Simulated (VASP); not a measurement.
# Ba (P6/mmm) in VASP: further runs, part 2 of 2

VASP 6.6.1. Earlier steps stand in the parts before.

### Step 3. Single point, PBEsol

This run uses another cell than the first one, of 72.17 Å³/atom.

Input file INCAR:

```
PREC = Accurate
ENCUT = 520
EDIFF = 1E-6
ISMEAR = 0
SIGMA = 0.1
LREAL = False
LASPH = True
NELM = 60
ALGO = Normal
ISIF = 2
LWAVE = False
LCHARG = False
GGA = PS
NBANDS = 17
```

Input file KPOINTS:

```
Automatic mesh
0
Gamma
  6 6 12
```

Input file POSCAR:

```
Ba
1.0
    6.6849013989      0.0000000000      0.0000000000
   -3.3424506995      5.7892944332      0.0000000000
    0.0000000000      0.0000000000      3.7297646394
Ba
2
Direct
    0.3333333333      0.6666666667      0.5000000000
    0.6666666667      0.3333333333      0.5000000000
```

Potentials or basis: VASP PAW PBE potentials, release 64 (Ba_sv).

Run with:

```console
$ cat potpaw_PBE.64/Ba_sv/POTCAR > POTCAR
$ mpirun -np 1 vasp_std > vasp.out
```

It took 2.4 min on 1 thread of Oxide Virtual Turin-like, shared host; peak memory 0.26 GiB.

Results (log left out):

| Item | Value |
| --- | --- |
| Free energy | -2.7474 eV |
| Pressure | 0.1 GPa |
| Band gap on the k mesh | zero (bands 10 and 11 overlap by 1.14 eV) |

Stress tensor (GPa, compression positive):
```
0.09 0.00 0.00
0.00 0.09 0.00
0.00 0.00 0.19
```

Levels at points of the mesh, in eV from the Fermi level:
```tsv
k point	band 6	band 7	band 8	band 9	band 10	band 11	band 12	band 13	band 14	band 15
(0.00, 0.00, 0.00)	-14.05	-13.73	-13.61	-2.26	-0.01	0.37	0.78	0.78	1.24	1.24
(0.50, 0.00, 0.00)	-14.00	-13.69	-13.65	-1.29	-0.58	-0.29	0.50	0.52	0.84	2.04
(0.00, 0.00, 0.50)	-14.47	-13.93	-13.93	-0.38	-0.38	-0.03	1.37	1.44	1.44	2.13
(0.50, 0.00, 0.50)	-14.34	-14.07	-13.88	-0.66	-0.50	0.62	0.91	1.02	1.40	2.20
```

Caveat: the PAW data sets were made with another functional, which shifts forces and pressure a little; spin-orbit coupling is left out, which moves the levels of the heavy elements.

### Step 4. Relaxation of cell and atoms, PBEsol

Input file INCAR:

```
SYSTEM = Ba
PREC     = Accurate       ! precision mode
ENCUT    = 600            ! plane-wave cutoff, eV
EDIFF    = 1E-6           ! SCF threshold, eV
ISMEAR   = 0              ! smearing method
SIGMA    = 0.1            ! smearing width, eV
LREAL    = .False.        ! projectors in reciprocal space
LASPH    = .True.         ! aspherical terms in the spheres
NELM     = 80             ! most SCF steps
ALGO     = Fast           ! electronic algorithm
ISIF     = 3              ! what is computed and relaxed
LWAVE    = .False.        ! write WAVECAR
LCHARG   = .False.        ! write CHGCAR
GGA      = PS             ! functional
IBRION   = 2              ! ionic algorithm
NSW      = 100            ! ionic steps
EDIFFG   = -0.005         ! ionic threshold
```

Input file KPOINTS:

```
regular mesh
0
Gamma
  6 6 12
  0 0 0
```

Input file POSCAR:

```
Ba
1.0
    6.9960670735      0.0000000000      0.0000000000
   -3.4980335368      6.0587718122      0.0000000000
    0.0000000000      0.0000000000      3.9093935500
Ba
2
Direct
    0.3333333300      0.6666666700      0.5000000000
    0.6666666700      0.3333333300      0.5000000000
```

Potentials or basis: VASP PAW PBE potentials, release 64 (Ba_sv).

Run with:

```console
$ cat potpaw_PBE.64/Ba_sv/POTCAR > POTCAR
$ mpirun -np 1 vasp_std > vasp.out
```

OUTCAR:

```text
SYSTEM = Ba
   PREC = Accurate
   ENCUT = 600
   EDIFF = 1E-6
   ISMEAR = 0
   LREAL = .False.
   LASPH = .True.
   NELM = 80
   ISIF = 3
   GGA = PS
   IBRION = 2
   NSW = 100
   EDIFFG = -0.005

 ion  position               nearest neighbor table
   1  0.333  0.667  0.500-   2 4.04   2 4.04   2 4.04
   2  0.667  0.333  0.500-   1 4.04   1 4.04   1 4.04

  LATTYP: Found a hexagonal cell.
 ALAT       =     6.9960670735
 C/A-ratio  =     0.5587987521

  Lattice vectors:

 A1 = (   6.9960670735,   0.0000000000,   0.0000000000)
 A2 = (  -3.4980335368,   6.0587718122,   0.0000000000)
 A3 = (   0.0000000000,   0.0000000000,   3.9093935500)

Analysis of symmetry for initial positions (statically):
[... 381 lines left out ...]
      5     -13.4847      2.00000
      6     -13.4847      2.00000
      7     -13.1765      2.00000
      8     -13.0804      2.00000
      9      -1.5926      2.00000
     10       0.7031      0.45468
     11       0.9577      0.00001
     12       1.4171      0.00000
     13       1.4171      0.00000
     14       1.7701      0.00000
[... 377 lines left out ...]
      1     -28.4810      2.00000
      2     -28.4300      2.00000
      3     -13.9226      2.00000
      4     -13.8199      2.00000
      5     -13.6659      2.00000
      6     -13.5889      2.00000
      7     -13.5115      2.00000
      8     -13.3996      2.00000
      9      -0.1608      2.00000
     10       0.7865      0.05393
     11       1.0239      0.00000
     12       1.0768      0.00000
     13       1.6321      0.00000
     14       2.0589      0.00000

 [... further k-points ...]

------------------------ aborting loop because EDIFF is reached ----------------------------------------

  FORCE on cell =-STRESS in cart. coord.  units (eV):
  Direction    XX          YY          ZZ          XY          YZ          ZX
  --------------------------------------------------------------------------------------
  -------------------------------------------------------------------------------------
  Total        0.0053120      0.0053120      0.0043273     -0.0000000      0.0000000      0.0000000
  in kB        0.0553472      0.0553472      0.0450866     -0.0000000      0.0000000      0.0000000
  external PRESSURE =       0.0519270 kB  Pullay stress =       0.0000000 kB
[... 17 lines left out ...]
  FREE ENERGIE OF THE ION-ELECTRON SYSTEM (eV)
  ---------------------------------------------------
  free  energy   TOTEN  =        -2.7509423211 eV

  energy  without entropy=       -2.7224334222  energy(sigma->0) =       -2.73668787

 reached required accuracy - stopping structural energy minimisation
```

Wall time 25 min (1 thread of Oxide Virtual Turin-like, shared host); peak memory 0.37 GiB.

What came out:

```yaml
Free_energy: -2.7509 eV
Relaxed_volume: 76.89 Å³/atom
Relaxed_cell: a = 6.840 Å, b = 6.840 Å, c = 3.795 Å, α = 90.00°, β = 90.00°, γ = 120.00°
Space_group_after_relaxing_to_0.1_Å: P6/mmm (No. 191)
Energy_gained_by_relaxing: 4.3 meV/atom
Ionic_steps: 12
Pressure_after_relaxing: 0.0 GPa
Band_gap_on_the_k_mesh: zero (bands 10 and 11 overlap by 1.05 eV)
```

Step by step:
```csv
step,energy change (eV),largest force (eV/Å),pressure (GPa),volume (Å³)
1,0.0000,0.0000,-0.19,165.71
2,-0.0038,0.0000,-0.13,163.37
3,-0.0055,0.0000,-0.11,161.72
4,-0.0056,0.0000,-0.03,158.45
5,-0.0061,0.0000,-0.09,160.19
6,-0.0061,0.0000,-0.07,159.72
7,-0.0073,0.0000,-0.04,157.78
8,-0.0080,0.0000,-0.02,156.25
9,-0.0086,0.0000,0.02,153.21
10,-0.0085,0.0000,-0.01,153.80
11,-0.0086,0.0000,0.01,153.41
12,-0.0086,0.0000,0.01,153.77
```

Final structure:
```cif
data_structure
_symmetry_space_group_name_H-M 'P 1'
_symmetry_Int_Tables_number 1
_cell_length_a 6.8403
_cell_length_b 6.8403
_cell_length_c 3.7949
_cell_angle_alpha 90.000
_cell_angle_beta 90.000
_cell_angle_gamma 120.000
_cell_volume 153.77
loop_
_atom_site_label
_atom_site_type_symbol
_atom_site_fract_x
_atom_site_fract_y
_atom_site_fract_z
_atom_site_occupancy
Ba1 Ba 0.33333 0.66667 0.50000 1
Ba2 Ba 0.66667 0.33333 0.50000 1
```

Caveat: the PAW data sets were made with another functional, which shifts forces and pressure a little; spin-orbit coupling is left out, which moves the levels of the heavy elements.

### Step 5. The runs side by side

| task | cell | k mesh | cutoff (eV) | gap on the mesh (eV) | pressure (GPa) |
| --- | --- | --- | --- | --- | --- |
| single point | a = 6.996, b = 6.996, c = 3.909 Å, angles 90.0, 90.0, 120.0°, 2 atoms | 3 × 3 × 6 | 520 | none | -0.2 |
| single point | a = 6.685, b = 6.685, c = 3.730 Å, angles 90.0, 90.0, 120.0°, 2 atoms | 6 × 6 × 12 | 520 | none | 0.1 |
| relaxation of cell and atoms | relaxed from a = 6.996, b = 6.996, c = 3.909 Å, angles 90.0, 90.0, 120.0°, 2 atoms | 6 × 6 × 12 | 600 | none | 0.0 |

Alike in all rows: level PBEsol; potentials or basis VASP PAW PBE potentials, release 64 (Ba_sv); no spin polarisation; smearing gaussian 0.1 eV.

Caveats: the PAW data sets were made with another functional, which shifts forces and pressure a little; spin-orbit coupling is left out, which moves the levels of the heavy elements.

Absolute energies hang on the potentials; compare differences alone.
